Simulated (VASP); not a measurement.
# Hf (P6_3/mmc) in VASP: relaxation of shape and atoms at fixed volume with PBE

Aim: the relaxation of shape and atoms at fixed volume of Hf with PBE.

All numbers are computed with VASP 6.6.1; they aren't measurements. Logs are shortened: lines on timing, memory, paths and dates and some standing lists are left out, and cuts for length are marked.

### 1 The cell of the first run

The structure is hexagonal, space group P6_3/mmc (No. 194). Conventional cell: a = 3.139 Å, b = 3.139 Å, c = 4.964 Å, α = 90.00°, β = 90.00°, γ = 120.00°. Hf (site symmetry -6m2) has 12 Hf at 3.07 to 3.14 Å within 4.0 Å.

### 2 Relaxation of shape and atoms at fixed volume, PBE (21.19 Å³/atom)

File INCAR:

```
ALGO = Normal ; EDIFF = 1E-7
EDIFFG = -0.01 ; ENCUT = 600
GGA = PE ; IBRION = 2
ISIF = 4 ; ISMEAR = 0
LASPH = True ; LCHARG = False
LREAL = False ; LWAVE = False
NELM = 80 ; NSW = 50
PREC = Accurate ; SIGMA = 0.1
```

File KPOINTS:

```
k-points
0
Gamma
  15 15 8
```

File POSCAR:

```
Hf
1.0
    3.1393942928      0.0000000000      0.0000000000
   -1.5696971464      2.7187952101      0.0000000000
    0.0000000000      0.0000000000      4.9642417296
Hf
2
Direct
    0.3333333333      0.6666666667      0.2500000000
    0.6666666667      0.3333333333      0.7500000000
```

Potentials or basis: VASP PAW PBE potentials, release 64 (Hf_pv).

Run with:

```console
$ cat potpaw_PBE.64/Hf_pv/POTCAR > POTCAR
$ mpirun -np 1 vasp_std > vasp.out
```

OUTCAR:

```text
EDIFF = 1E-7
   EDIFFG = -0.01
   ENCUT = 600
   GGA = PE
   IBRION = 2
   ISIF = 4
   ISMEAR = 0
   LASPH = True
   LREAL = False
   NELM = 80
   NSW = 50
   PREC = Accurate

 ion  position               nearest neighbor table
   1  0.333  0.667  0.250-   2 3.07   2 3.07   2 3.07   2 3.07   2 3.07   2 3.07
   2  0.667  0.333  0.750-   1 3.07   1 3.07   1 3.07   1 3.07   1 3.07   1 3.07

  LATTYP: Found a hexagonal cell.
 ALAT       =     3.1393942928
 C/A-ratio  =     1.5812737320

  Lattice vectors:

 A1 = (   3.1393942928,   0.0000000000,   0.0000000000)
 A2 = (  -1.5696971464,   2.7187952101,   0.0000000000)
 A3 = (   0.0000000000,   0.0000000000,   4.9642417296)

Analysis of symmetry for initial positions (statically):
=====================================================================
 Subroutine PRICEL returns:
 Original cell was already a primitive cell.

 Routine SETGRP: Setting up the symmetry group for a
 hexagonal supercell.

 Subroutine GETGRP returns: Found 24 space group operations
 (whereof 12 operations were pure point group operations)
 out of a pool of 24 trial point group operations.

The static configuration has the point symmetry D_3d.
 The point group associated with its full space group is D_6h.

Analysis of symmetry for dynamics (positions and initial velocities):
=====================================================================
 Subroutine PRICEL returns:
 Original cell was already a primitive cell.

 Routine SETGRP: Setting up the symmetry group for a
 hexagonal supercell.

 Subroutine GETGRP returns: Found 24 space group operations
 (whereof 12 operations were pure point group operations)
 out of a pool of 24 trial point group operations.

The dynamic configuration has the point symmetry D_3d.
 The point group associated with its full space group is D_6h.

 Subroutine INISYM returns: Found 24 space group operations
 (whereof 12 operations are pure point group operations),
 and found     1 'primitive' translations

----------------------------------------------------------------------------------------

                                     Primitive cell

  volume of cell :      42.3716

  direct lattice vectors                    reciprocal lattice vectors
     3.139394293  0.000000000  0.000000000     0.318532783  0.183904988  0.000000000
    -1.569697146  2.718795210  0.000000000     0.000000000  0.367809976  0.000000000
     0.000000000  0.000000000  4.964241730     0.000000000  0.000000000  0.201440634

  length of vectors
     3.139394293  3.139394293  4.964241730     0.367809976  0.367809976  0.201440634

[... 95 lines left out ...]
   ISMEAR =     0;   SIGMA  =   0.10  broadening in eV -4-tet -1-fermi 0-gaus
   EFERMI_NEDOS =   21; number of points for ismear=-14 and -15
   IALGO  =     38    algorithm
   IMIX   =      4    mixing-type and parameters
     AMIX     =   0.40;   BMIX     =  1.00
     AMIX_MAG =   1.60;   BMIX_MAG =  1.00
  volume/ion in A,a.u.               =      21.19       142.97
  Fermi-wavevector in a.u.,A,eV,Ry     =   1.274656  2.408751 22.106045  1.624748
  Thomas-Fermi vector in A             =   2.407412
   LORBIT       =      0    0 simple, 1 ext, 2 COOP (PROOUT), +10 PAW based schemes
   GGA     = PE    functional components
   LHFCALC =     F    Hartree Fock is set to
   AEXX    =    0.0000 exact exchange contribution
   IVDW    =     0    specifies the selected vdW correction
   LEPSILON=     F    determine dielectric tensor
   LRPA    =     F    only Hartree local field effects (RPA)
 conjugate gradient relaxation of ions
 non-spin polarized calculation
 Gauss-broadening in eV      SIGMA  =   0.10
  energy-cutoff  :      600.00
  volume of cell :       42.37
 maximum number of plane-waves:      1434
 NGX is ok and might be reduce to    28
   NGX = 13   NGY = 13   NGZ = 19

 number of electron      19.9999999 magnetization

 Free energy of the ion-electron system (eV)
  ---------------------------------------------------
  ext. energy  EPLUGINS =         0.00000000
  ---------------------------------------------------
  free energy    TOTEN  =       -19.80194130 eV

  energy without entropy =      -19.79474769  energy(sigma->0) =      -19.79834450

 E-fermi :   5.3105     XC(G=0): -11.5335

 val. band max:        5.3052469870   @ k =   0.0667   0.0667   0.1250
 cond. band min:       5.3113086882   @ k =   0.0667   0.0000   0.5000
 fundamental gap:      0.0060617012
 Fermi energy:         5.3104557267

 k-point     1 :       0.0000    0.0000    0.0000
  band No.  band energies     occupation
      1     -25.7442      2.00000
      2     -24.8524      2.00000
      3     -24.8524      2.00000
      4     -24.7043      2.00000
      5     -24.7005      2.00000
      6     -24.7005      2.00000
      7      -2.2612      2.00000
      8       1.4242      2.00000
      9       6.1536      0.00000
     10       6.4949      0.00000
     11       6.4949      0.00000
     12       6.8005      0.00000
     13       7.3811      0.00000
     14       7.3811      0.00000
[... 377 lines left out ...]
      1     -25.4685      2.00000
      2     -25.2955      2.00000
      3     -25.2341      2.00000
      4     -25.1842      2.00000
      5     -25.0252      2.00000
      6     -24.9613      2.00000
      7       2.6822      2.00000
      8       2.9587      2.00000
      9       3.2117      2.00000
     10       4.1125      2.00000
     11       5.6876      0.00000
     12       6.0020      0.00000
     13       7.2745      0.00000
     14      10.6682      0.00000

 [... further k-points ...]

------------------------ aborting loop because EDIFF is reached ----------------------------------------

  FORCE on cell =-STRESS in cart. coord.  units (eV):
  Direction    XX          YY          ZZ          XY          YZ          ZX
  --------------------------------------------------------------------------------------
  -------------------------------------------------------------------------------------
  Total        1.8304424      1.8304424      1.8340250      0.0000000      0.0000000     -0.0000000
  in kB       69.2135898     69.2135898     69.3490575      0.0000000      0.0000000     -0.0000000
  external PRESSURE =      69.2587457 kB  Pullay stress =       0.0000000 kB

 VOLUME and BASIS-vectors are now :
 -----------------------------------------------------------------------------
  energy-cutoff  :      600.00
  volume of cell :       42.37
      direct lattice vectors                 reciprocal lattice vectors
     3.139394293  0.000000000  0.000000000     0.318532783  0.183904988  0.000000000
    -1.569697146  2.718795210  0.000000000     0.000000000  0.367809976  0.000000000
     0.000000000  0.000000000  4.964241730     0.000000000  0.000000000  0.201440634

 POSITION                                       TOTAL-FORCE (eV/Angst)
 -----------------------------------------------------------------------------------
     -0.00000      1.81253      1.24106         0.000000     -0.000000      0.000000
      1.56970      0.90627      3.72318        -0.000000      0.000000      0.000000
 -----------------------------------------------------------------------------------
    total drift:                                0.000000     -0.000000      0.000000

  FREE ENERGIE OF THE ION-ELECTRON SYSTEM (eV)
  ---------------------------------------------------
  free  energy   TOTEN  =       -19.8019413044 eV

  energy  without entropy=      -19.7947476920  energy(sigma->0) =      -19.79834450

 reached required accuracy - stopping structural energy minimisation
```

OSZICAR:

```text
N       E                     dE             d eps       ncg     rms          rms(c)
DAV:   1     0.530112122405E+02    0.53011E+02   -0.12712E+04  3780   0.152E+03
DAV:   2    -0.182286201506E+02   -0.71240E+02   -0.69987E+02  4674   0.290E+02
DAV:   3    -0.204360264318E+02   -0.22074E+01   -0.21698E+01  5154   0.327E+01
DAV:   4    -0.204555494047E+02   -0.19523E-01   -0.19516E-01  4344   0.377E+00
DAV:   5    -0.204558146506E+02   -0.26525E-03   -0.26523E-03  5162   0.359E-01    0.677E+01
DAV:   6    -0.199800593107E+02    0.47576E+00   -0.43828E-01  3978   0.525E+00    0.401E+01
DAV:   7    -0.198105078673E+02    0.16955E+00   -0.75021E-01  3990   0.659E+00    0.191E+00
DAV:   8    -0.198018356736E+02    0.86722E-02   -0.48923E-02  4152   0.173E+00    0.280E-01
DAV:   9    -0.198019500265E+02   -0.11435E-03   -0.10862E-03  5202   0.265E-01    0.207E-01
DAV:  10    -0.198019395172E+02    0.10509E-04   -0.57636E-05  4266   0.627E-02    0.308E-01
DAV:  11    -0.198019413319E+02   -0.18147E-05   -0.97051E-06  4620   0.266E-02    0.999E-03
DAV:  12    -0.198019414737E+02   -0.14181E-06   -0.60578E-07  4862   0.613E-03    0.658E-03
DAV:  13    -0.198019413698E+02    0.10388E-06   -0.17293E-08  2910   0.121E-03    0.267E-03
DAV:  14    -0.198019413044E+02    0.65465E-07   -0.23539E-09  2646   0.489E-04
   1 F= -.19801941E+02 E0= -.19798344E+02  d E =-.198019E+02
```

CONTCAR:

```text
Hf
   1.00000000000000
     3.1393942928000000    0.0000000000000000    0.0000000000000000
    -1.5696971464000000    2.7187952101000001    0.0000000000000000
     0.0000000000000000    0.0000000000000000    4.9642417296000003
  Hf
     2
Direct
     0.3333333332999970    0.6666666667000030    0.2500000000000000
     0.6666666667000030    0.3333333332999970    0.7500000000000000

  0.00000000E+00  0.00000000E+00  0.00000000E+00
  0.00000000E+00  0.00000000E+00  0.00000000E+00
```

It took 2.3 min on 1 thread of AMD EPYC 7R13, shared host; peak memory 0.21 GiB.

What came out:

* Free energy: -19.8019 eV
* Pressure after relaxing: 6.9 GPa
* Band gap on the k mesh: zero (bands 10 and 11 overlap by 1.63 eV)

Final structure:
```cif
data_structure
_symmetry_space_group_name_H-M 'P 1'
_symmetry_Int_Tables_number 1
_cell_length_a 3.1394
_cell_length_b 3.1394
_cell_length_c 4.9642
_cell_angle_alpha 90.000
_cell_angle_beta 90.000
_cell_angle_gamma 120.000
_cell_volume 42.37
loop_
_atom_site_label
_atom_site_type_symbol
_atom_site_fract_x
_atom_site_fract_y
_atom_site_fract_z
_atom_site_occupancy
Hf1 Hf 0.33333 0.66667 0.25000 1
Hf2 Hf 0.66667 0.33333 0.75000 1
```

Levels at points of the mesh, in eV from the Fermi level:
| k point | band 8 | band 9 | band 10 | band 11 | band 12 | band 13 |
| --- | --- | --- | --- | --- | --- | --- |
| (0.00, 0.00, 0.00) | -3.89 | 0.84 | 1.18 | 1.18 | 1.49 | 2.07 |
| (0.00, 0.00, 0.50) | -5.49 | 0.13 | 0.13 | 1.07 | 1.07 | 1.07 |

Caveat: the relaxation stopped at its first step, so nothing moved; spin-orbit coupling is left out, which moves the levels of the heavy elements.
